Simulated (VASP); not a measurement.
Set up this calculation in VASP 6.6.1, as the native input.

| Property | Result |
| --- | --- |
| Task | single point |
| Functional | PBEsol |
| Potentials or basis | VASP PAW PBE potentials, release 64 (Ni_sv_GW, Si) |
| Cutoff | 590 eV |
| k mesh | 6 × 6 × 6 |
| Occupations | fermi-dirac, width 0.05 eV |
| Spin | collinear spin, ferromagnetic start |
| Starting moments | [1.0, 1.0, 1.0, 1.0, 0.0, 0.0, 0.0, 0.0] μB |
| Hubbard terms | Ni d U = 3.0 eV |
| Dipole correction | no |
| Further INCAR settings | ALGO = Normal; EDIFF = 1e-06; NBANDS = 58 |

The structure of SiNi lies in POSCAR:

```
SiNi
1.0
    4.5036940000      0.0000000000      0.0000000000
    0.0000000000      4.5036940000      0.0000000000
    0.0000000000      0.0000000000      4.5036940000
Ni Si
4 4
Direct
    0.1495040000      0.1495040000      0.1495040000
    0.6495040000      0.3504960000      0.8504960000
    0.8504960000      0.6495040000      0.3504960000
    0.3504960000      0.8504960000      0.6495040000
    0.8468300000      0.8468300000      0.8468300000
    0.3468300000      0.6531700000      0.1531700000
    0.1531700000      0.3468300000      0.6531700000
    0.6531700000      0.1531700000      0.3468300000
```

These files were run (other wordings do the same):

INCAR

```
ALGO = Normal
EDIFF = 1E-6
ENCUT = 590
GGA = PS
GGA_COMPAT = F
ISIF = 2
ISMEAR = -1
ISPIN = 2
LASPH = T
LCHARG = F
LDAU = T
LDAUJ = 0 0
LDAUL = 2 -1
LDAUPRINT = 1
LDAUTYPE = 2
LDAUU = 3 0
LMAXMIX = 4
LORBIT = 11
LREAL = F
LWAVE = F
MAGMOM = 1 1 1 1 0 0 0 0
NBANDS = 58
NELM = 200
PREC = Accurate
SIGMA = 0.05
```

KPOINTS

```
k-points
0
Gamma
  6 6 6
```

Potentials or basis: VASP PAW PBE potentials, release 64 (Ni_sv_GW, Si).

Launch:

```bash
$ cat potpaw_PBE.64/Ni_sv_GW/POTCAR potpaw_PBE.64/Si/POTCAR > POTCAR
$ mpirun -np 1 vasp_std > vasp.out
```

It gave:

| Property | Result |
| --- | --- |
| Pressure | -8.2 GPa |
| Largest force | 0.084 eV/Å |
| Band gap on the k mesh | zero (filled and empty bands overlap) |
| Net moment | 0.00 μB per cell |
| Valence electrons inside the program's atomic spheres | Ni 16.54; Si 1.58 |

Caveat: the cell stands under tension; the PAW data sets were made with another functional, which shifts forces and pressure a little; the U is typed as a test and isn't derived for this compound.

It took 3.3 min on 1 thread of Intel(R) Xeon(R) 6975P-C (Granite Rapids), on a shared host, peak memory 0.39 GiB.
